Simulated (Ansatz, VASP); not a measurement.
# WS2 in VASP and in Ansatz

```xyz
3
Lattice="1.5943 0.9205 6.9877 -1.5943 0.9205 6.9877 0.0000 -1.8410 6.9877" Properties=species:S:1:pos:R:3 pbc="T T T"
W     0.0000    0.0000    0.0142
S     0.0000    0.0000    5.4306
S     0.0000    0.0000    8.5733
```

Alike in both runs: functional PBE; k mesh 6 × 6 × 6; occupations gaussian, width 0.1 eV; no spin polarisation.

Ansatz relaxed the structure, and its values are those at the end. VASP's run is a single point on that final structure, the one shown.

|  | VASP | Ansatz |
| --- | --- | --- |
| version | VASP 6.6.1 | Ansatz 0.2.0 |
| potentials or method | VASP PAW PBE potentials, release 64 (W_sv, S), cutoff 520 eV | scalar-relativistic, plane waves, PAW |
| valence electrons in the cell | 26 | 26 |

```csv
,VASP,Ansatz,Ansatz less VASP
gap on the k mesh at the Fermi level (eV),1.52,1.51,-0.015
least direct gap on the mesh (eV),1.81,1.80,-0.003
pressure (GPa),0.0,0.0,+0.04
rms of the force components (eV/Å),0.006,0.008,+0.0014
```

Spin-orbit coupling is off throughout.
